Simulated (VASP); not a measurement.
A run of VASP 6.6.1 is set up as follows.

The input INCAR:

```
ALGO     = Normal         # electronic algorithm
EDIFF    = 1E-7           # SCF threshold, eV
ENCUT    = 520            # plane-wave cutoff, eV
GGA      = PE             # functional
ISIF     = 2              # what is computed and relaxed
ISMEAR   = 0              # smearing method
LASPH    = T              # aspherical terms in the spheres
LCHARG   = F              # write CHGCAR
LREAL    = F              # projectors in reciprocal space
LWAVE    = F              # write WAVECAR
NBANDS   = 33             # bands
NELM     = 60             # most SCF steps
PREC     = Accurate       # precision mode
SIGMA    = 0.15           # smearing width, eV
```

File KPOINTS:

```
k-points
0
Gamma
  12 12 18
```

File POSCAR:

```
MoN2
1.0
    4.4140902057      0.0000000000      0.0000000000
    0.0000000000      4.2520336889      0.0000000000
    0.0000000000      0.0000000000      2.7518917152
Mo N
2 4
Direct
    0.5000000000      0.5000000000      0.0000000000
    0.0000000000      0.0000000000      0.0000000000
    0.8879039728      0.3879039728      0.5000000000
    0.1120960272      0.6120960272      0.5000000000
    0.3879039728      0.1120960272      0.5000000000
    0.6120960272      0.8879039728      0.5000000000
```

Potentials or basis: VASP PAW PBE potentials, release 64 (Mo_sv, N).

Run with:

```sh
$ cat potpaw_PBE.64/Mo_sv/POTCAR potpaw_PBE.64/N/POTCAR > POTCAR
$ mpirun -np 1 vasp_std > vasp.out
```

(1) What does it give for the band gap on the k mesh?

(2) What does it give for the largest force?

(3) What does it give for the pressure?

## Answers

(1) zero (band 24 reaches 13.80 eV, above the bottom of band 25 at 11.63 eV).

(2) 0.220 eV/Å.

(3) 1.1 GPa.

Caveat: the cell differs from its parent crystal (strain +0.0187 x Voigt [1, -1, 0, 0, 0, 0]).
